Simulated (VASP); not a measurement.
The system is MgO.

```
Mg O
1.0
     2.62335    0.00000    0.00000
     0.00000    2.62335    0.00000
     0.00000    0.00000    2.62335
Mg O
1 1
Direct
  0.00000 0.00000 0.00000
  0.50000 0.50000 0.50000
```

Base run:

```yaml
Program: VASP 6.6.1
Functional: r2SCAN
Potentials_or_basis: VASP PAW PBE potentials, release 64 (Mg, O)
Cutoff: 520 eV
k_mesh: 6 × 6 × 6
Occupations: gaussian, width 0.01 eV
Spin: no spin polarisation
```

Its results: band gap on the k mesh 3.45 eV, indirect (least direct gap 4.51 eV); pressure -1.2 GPa.

Problem. The run is repeated on the same cell with these changes: functional from r2SCAN to PBE-based screened hybrid; k mesh from 6 × 6 × 6 to 4 × 4 × 4. What comes out?

Solution. Band gap on the k mesh 4.80 eV, indirect (least direct gap 5.95 eV); pressure -3.7 GPa.

Several settings changed at once, so the effect can't be laid on one alone.

Caveats: some runs use coarse meshes; the PAW data sets were made with another functional, which shifts forces and pressure a little.

A k mesh can miss the band edges.
